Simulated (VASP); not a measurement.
# Pb12O in VASP: single point with LDA

Aim: the single point of Pb12O with LDA.

All numbers are computed with VASP 6.6.1; they aren't measurements. Logs are shortened: lines on timing, memory, paths and dates and some standing lists are left out, and cuts for length are marked.

## Step 1: The cell of the first run

The cell holds a slab with vacuum, 13 atoms: a = 7.000 Å, b = 7.000 Å, c = 18.716 Å, α = 90.00°, β = 90.00°, γ = 60.00°.

## Step 2: Single point, LDA

Input file INCAR:

```
ALGO     = Normal         # electronic algorithm
EDIFF    = 1E-6           # SCF threshold, eV
ENCUT    = 520            # plane-wave cutoff, eV
GGA      = CA             # functional
ISIF     = 2              # what is computed and relaxed
ISMEAR   = -1             # smearing method
LASPH    = T              # aspherical terms in the spheres
LCHARG   = T              # write CHGCAR
LELF     = T              # ELF
LREAL    = F              # projectors in reciprocal space
LVHAR    = T            
LWAVE    = F              # write WAVECAR
NBANDS   = 99             # bands
NELM     = 60             # most SCF steps
PREC     = Accurate       # precision mode
SIGMA    = 0.1            # smearing width, eV
```

Input file KPOINTS:

```
k-points
0
Gamma
  3 3 1
```

Input file POSCAR:

```
Pb12O
1.0
    7.0003570000      0.0000000000      0.0000000000
    3.5001790000      6.0624870000      0.0000000000
    0.0000000000      0.0000000000     18.7157680000
Pb O
12 1
Direct
    0.1666667207      0.1666667491      0.0534308825
    0.6666666492      0.1666667491      0.0534308825
    0.1666666905      0.6666666667      0.0534308825
    0.6666667619      0.6666666667      0.0534308825
   -0.1328425391      0.2976756899      0.1919291797
    0.3163783416      0.3622356634      0.1890763980
   -0.1936161292      0.8469118367      0.1932240772
    0.3538464466      0.8142410862      0.1934397242
    0.0232908959     -0.0373016882      0.3398152296
    0.4811133566      0.0337407734      0.3380442630
    0.0036469999      0.4970847773      0.3300250356
    0.5449593114      0.4780919118      0.3369602573
    0.3691933664     -0.1885778889      0.3828624612
```

Potentials or basis: VASP PAW LDA potentials, release 64 (Pb_d, O).

Run with:

```console
$ cat potpaw_LDA.64/Pb_d/POTCAR potpaw_LDA.64/O/POTCAR > POTCAR
$ mpirun -np 1 vasp_std > vasp.out
```

OUTCAR:

```text
EDIFF = 1E-6
   ENCUT = 520
   GGA = CA
   ISIF = 2
   ISMEAR = -1
   LASPH = T
   LREAL = F
   NELM = 60
   PREC = Accurate

 ion  position               nearest neighbor table
   1  0.167  0.167  0.053-   5 3.17   6 3.29   8 3.38   4 3.50   3 3.50   2 3.50   4 3.50   2 3.50
                             3 3.50
   2  0.667  0.167  0.053-   7 3.26   5 3.29   6 3.31   3 3.50   1 3.50   4 3.50   4 3.50   3 3.50
                             1 3.50
   3  0.167  0.667  0.053-   6 3.14   8 3.32   7 3.41   2 3.50   1 3.50   4 3.50   2 3.50   4 3.50
                             1 3.50
   4  0.667  0.667  0.053-   8 3.24   7 3.26   5 3.43   1 3.50   3 3.50   2 3.50   2 3.50   1 3.50
                             3 3.50
   5  0.867  0.298  0.192-   1 3.17   2 3.29  11 3.30  12 3.35   7 3.39   6 3.39   8 3.40   4 3.43
                             9 3.43   8 3.60   7 3.65   6 3.65
   6  0.316  0.362  0.189-   3 3.14  11 3.25   1 3.29   8 3.30   2 3.31   5 3.39  10 3.43   7 3.49
                            12 3.49   7 3.52   5 3.65   8 3.71
   7  0.806  0.847  0.193-   2 3.26   4 3.26   8 3.29  11 3.33  10 3.36   5 3.39   3 3.41   9 3.42
                             6 3.49   6 3.52   5 3.65   8 3.72
   8  0.354  0.814  0.193-   4 3.24   7 3.29   6 3.30   3 3.32  12 3.38   1 3.38   5 3.40   9 3.40
                            10 3.44   5 3.60   6 3.71   7 3.72
   9  0.023  0.963  0.340-  13 2.25  11 3.34   8 3.40   7 3.42   5 3.43  10 3.48  12 3.49  12 3.53
                            10 3.57  11 3.68
  10  0.481  0.034  0.338-  13 2.23  11 3.30   7 3.36  12 3.36   6 3.43   8 3.44   9 3.48   9 3.57
                            12 3.69  11 3.71
  11  0.004  0.497  0.330-   6 3.25  12 3.28  10 3.30   5 3.30   7 3.33   9 3.34   9 3.68  10 3.71
                            12 3.73
  12  0.545  0.478  0.337-  13 2.20  11 3.28   5 3.35  10 3.36   8 3.38   9 3.49   6 3.49   9 3.53
                            10 3.69  11 3.73
  13  0.369  0.811  0.383-  12 2.20  10 2.23   9 2.25

  LATTYP: Found a hexagonal cell.
 ALAT       =     7.0003572521
 C/A-ratio  =     2.6735446958

  Lattice vectors:

 A1 = (  -3.5001790000,  -6.0624870000,   0.0000000000)
 A2 = (   7.0003570000,   0.0000000000,   0.0000000000)
 A3 = (   0.0000000000,   0.0000000000,  18.7157680000)

Analysis of symmetry for initial positions (statically):
=====================================================================
 Subroutine PRICEL returns:
 Original cell was already a primitive cell.

 Routine SETGRP: Setting up the symmetry group for a
 hexagonal supercell.
[... 133 lines left out ...]
   NUPDOWN=      -1.0000    fix difference up-down
   EMIN   =  10.00;   EMAX   =-10.00  energy-range for DOS
   EFERMI =   0.00;   METHOD = LEGACY
   ISMEAR =    -1;   SIGMA  =   0.10  broadening in eV -4-tet -1-fermi 0-gaus
   EFERMI_NEDOS =   21; number of points for ismear=-14 and -15
   IALGO  =     38    algorithm
   IMIX   =      4    mixing-type and parameters
     AMIX     =   0.40;   BMIX     =  1.00
     AMIX_MAG =   1.60;   BMIX_MAG =  1.00
  volume/ion in A,a.u.               =      61.10       412.32
  Fermi-wavevector in a.u.,A,eV,Ry     =   0.986882  1.864936 13.251193  0.973935
  Thomas-Fermi vector in A             =   2.118295
   LORBIT       =      0    0 simple, 1 ext, 2 COOP (PROOUT), +10 PAW based schemes
   GGA     = CA    functional components
   LHFCALC =     F    Hartree Fock is set to
   AEXX    =    0.0000 exact exchange contribution
   IVDW    =     0    specifies the selected vdW correction
   LEPSILON=     F    determine dielectric tensor
   LRPA    =     F    only Hartree local field effects (RPA)
 non-spin polarized calculation
  energy-cutoff  :      520.00
  volume of cell :      794.29
 maximum number of plane-waves:     21441
 NGX is ok and might be reduce to    54
   NGX = 27   NGY = 27   NGZ = 69

 number of electron     174.0000005 magnetization

 Free energy of the ion-electron system (eV)
  ---------------------------------------------------
  ext. energy  EPLUGINS =         0.00000000
  ---------------------------------------------------
  free energy    TOTEN  =       -55.66221918 eV

  energy without entropy =      -55.42638422  energy(sigma->0) =      -55.54430170

 E-fermi :   1.0507     XC(G=0):  -5.5322

 val. band max:        1.0352194701   @ k =   0.3333   0.3333   0.0000
 cond. band min:       1.1682558849   @ k =   0.0000   0.0000   0.0000
 fundamental gap:      0.1330364147
 Fermi energy:         1.0506563588

 k-point     1 :       0.0000    0.0000    0.0000
  band No.  band energies     occupation
      1     -17.9462      2.00000
      2     -16.1560      2.00000
      3     -16.1511      2.00000
      4     -16.1391      2.00000
      5     -16.0804      2.00000
      6     -16.0713      2.00000
[... 499 lines left out ...]
     98       3.4366      0.00000
     99       3.5074      0.00000

------------------------ aborting loop because EDIFF is reached ----------------------------------------

  FORCE on cell =-STRESS in cart. coord.  units (eV):
  Direction    XX          YY          ZZ          XY          YZ          ZX
  --------------------------------------------------------------------------------------
  -------------------------------------------------------------------------------------
  Total       -0.1057041     -0.2702254     -0.0723818      0.0407900      0.2550733     -0.3620735
  in kB       -0.2132179     -0.5450773     -0.1460029      0.0822784      0.5145137     -0.7303459
  external PRESSURE =      -0.3014327 kB  Pullay stress =       0.0000000 kB

 VOLUME and BASIS-vectors are now :
 -----------------------------------------------------------------------------
  energy-cutoff  :      520.00
  volume of cell :      794.29
      direct lattice vectors                 reciprocal lattice vectors
     7.000357000  0.000000000  0.000000000     0.142849858 -0.082474415  0.000000000
     3.500179000  6.062487000  0.000000000     0.000000000  0.164948807  0.000000000
     0.000000000  0.000000000 18.715768000     0.000000000  0.000000000  0.053430882

 POSITION                                       TOTAL-FORCE (eV/Angst)
 -----------------------------------------------------------------------------------
      1.75009      1.01041      1.00000         0.024888     -0.317129     -0.008897
      5.25027      1.01041      1.00000         0.036143     -0.029032     -0.015103
      3.50018      4.04166      1.00000         0.161084      0.277049     -0.048092
      7.00036      4.04166      1.00000        -0.171083      0.042860      0.027067
      7.11233      1.80466      3.59210         0.021720     -0.031928     -0.013822
      3.48265      2.19605      3.53871         0.039105     -0.022507      0.057300
      8.60932      5.13439      3.61634        -0.045484      0.009924     -0.024339
      5.32704      4.93633      3.62037        -0.008472      0.042918      0.013333
      3.53266      5.83635      6.35990        -0.075716      0.022829     -0.004147
      3.48606      0.20455      6.32676         0.001579     -0.024818      0.015675
      1.76542      3.01357      6.17667         0.049198     -0.030716      0.000811
      5.48832      2.89843      6.30647         0.036762     -0.060285      0.008272
      5.42461      4.91924      7.16556        -0.069723      0.120836     -0.008057
 -----------------------------------------------------------------------------------
    total drift:                                0.000134      0.000021     -0.000018

  FREE ENERGIE OF THE ION-ELECTRON SYSTEM (eV)
  ---------------------------------------------------
  free  energy   TOTEN  =       -55.6622191841 eV

  energy  without entropy=      -55.4263842237  energy(sigma->0) =      -55.54430170
```

Wall time 16 min (1 thread of AMD EPYC 7R13 (Zen 3), shared host); peak memory 0.71 GiB.

What came out:

```yaml
Free_energy: -55.6622 eV
Largest_force: 0.324 eV/Å
Band_gap_on_the_k_mesh: zero (band 87 reaches 1.17 eV, above the bottom of band 88 at 0.83 eV)
```

Forces on the atoms (eV/Å):
```
Pb   0.025 -0.317 -0.009
Pb   0.036 -0.029 -0.015
Pb   0.161  0.277 -0.048
Pb  -0.171  0.043  0.027
Pb   0.022 -0.032 -0.014
Pb   0.039 -0.023  0.057
Pb  -0.045  0.010 -0.024
Pb  -0.008  0.043  0.013
Pb  -0.076  0.023 -0.004
Pb   0.002 -0.025  0.016
Pb   0.049 -0.031  0.001
Pb   0.037 -0.060  0.008
O   -0.070  0.121 -0.008
```

Caveat: spin-orbit coupling is left out, which moves the levels of the heavy elements.
